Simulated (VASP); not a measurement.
Set up this calculation in VASP 6.6.1, as the native input.

```yaml
Task: single point
Functional: r2SCAN
Potentials_or_basis: VASP PAW PBE potentials, release 64 (Sn_d)
Cutoff: 550 eV
k_mesh: 9 × 9 × 9
Occupations: gaussian, width 0.2 eV
Spin: no spin polarisation
Dipole_correction: no
Further_INCAR_settings: ALGO = Normal; EDIFF = 1e-06; NBANDS = 13
```

The system is Sn.

```
Sn
1.0
    -1.89465    1.89465    1.89465
     1.89465   -1.89465    1.89465
     1.89465    1.89465   -1.89465
Sn
1
Direct
  0.00000 0.00000 0.00000
```

One way to write it, as run:

POSCAR

```
Sn
1.0
   -1.8946500000      1.8946500000      1.8946500000
    1.8946500000     -1.8946500000      1.8946500000
    1.8946500000      1.8946500000     -1.8946500000
Sn
1
Direct
    0.0000000000      0.0000000000      0.0000000000
```

INCAR.step1

```
SYSTEM = Sn
PREC = Accurate
ENCUT = 550
ISMEAR = 0
SIGMA = 0.2
LREAL = .FALSE.
LASPH = .TRUE.
NELM = 120
NBANDS = 13
GGA = PE
ALGO = Normal
EDIFF = 1E-5
LWAVE = .TRUE.
LCHARG = .FALSE.
GGA_COMPAT = .FALSE.
```

INCAR.step2

```
SYSTEM = Sn
PREC = Accurate
ENCUT = 550
EDIFF = 1E-6
ISMEAR = 0
SIGMA = 0.2
LREAL = .FALSE.
LASPH = .TRUE.
NELM = 120
ALGO = Normal
ISIF = 2
LWAVE = .FALSE.
LCHARG = .FALSE.
METAGGA = R2SCAN
LMIXTAU = .TRUE.
NBANDS = 13
ISTART = 1
GGA_COMPAT = .FALSE.
```

KPOINTS

```
Automatic mesh
0
G
  9 9 9
  0 0 0
```

Potentials or basis: VASP PAW PBE potentials, release 64 (Sn_d).

The run is started by

```sh
$ cat potpaw_PBE.64/Sn_d/POTCAR > POTCAR
$ cp INCAR.step1 INCAR
$ mpirun -np 1 vasp_std > vasp.out
$ cp INCAR.step2 INCAR
$ mpirun -np 1 vasp_std > vasp.out
```

It gave:

```
Pressure               : -0.7 GPa
Band gap on the k mesh : zero (band 7 reaches 16.45 eV, above the bottom of band 8 at 5.40 eV)
```

Caveat: the PAW data sets were made with another functional, which shifts forces and pressure a little; spin-orbit coupling is left out, which moves the levels of the heavy elements.

It took 97 s on 1 thread of Intel Xeon 8259CL, with other jobs on the host, peak memory 0.17 GiB.
